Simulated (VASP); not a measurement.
A run of VASP 6.6.1:

POSCAR

```
TaVN2
1.0
    3.0086475282      0.0000000000      0.0000000000
    0.0000000000      3.0086475282      0.0000000000
    0.0000000000      0.0000000000      4.2379999906
Ta V N
1 1 2
Direct
    0.0000000000      0.0000000000      0.0000000000
    0.5000000000      0.5000000000      0.5000000000
    0.5000000000      0.5000000000      0.0000000000
    0.0000000000      0.0000000000      0.5000000000
```

File INCAR.step1:

```
ALGO = Normal
EDIFF = 1E-4
ENCUT = 520
GGA = PE
ISMEAR = -1
ISPIN = 2
LASPH = True
LCHARG = False
LMAXMIX = 4
LREAL = False
LWAVE = True
MAGMOM = 0 2 0 0
NBANDS = 29
NELM = 150
PREC = Accurate
SIGMA = 0.05
```

INCAR.step2

```
ALGO = Normal
EDIFF = 1E-6
ENCUT = 520
ISIF = 2
ISMEAR = -1
ISPIN = 2
ISTART = 1
LASPH = True
LCHARG = False
LMAXMIX = 4
LMIXTAU = True
LORBIT = 11
LREAL = False
LWAVE = False
MAGMOM = 0 2 0 0
METAGGA = R2SCAN
NBANDS = 29
NELM = 150
PREC = Accurate
SIGMA = 0.05
```

Contents of KPOINTS:

```
k-points
0
Gamma
  9 9 6
```

Potentials or basis: VASP PAW PBE potentials, release 64 (Ta_pv, V_sv, N).

Launch:

```sh
$ cat potpaw_PBE.64/Ta_pv/POTCAR potpaw_PBE.64/V_sv/POTCAR potpaw_PBE.64/N/POTCAR > POTCAR
$ cp INCAR.step1 INCAR
$ mpirun -np 1 vasp_std > vasp.out
$ cp INCAR.step2 INCAR
$ mpirun -np 1 vasp_std > vasp.out
```

Hardware: 1 thread of Intel Xeon 8259CL, on a shared host.

Question: Estimate the wall time of this run.

Answer: Run time: 9.2 min on 1 thread of Intel Xeon 8259CL, with other jobs on the host, peak memory 0.25 GiB. Counts: k points 60.
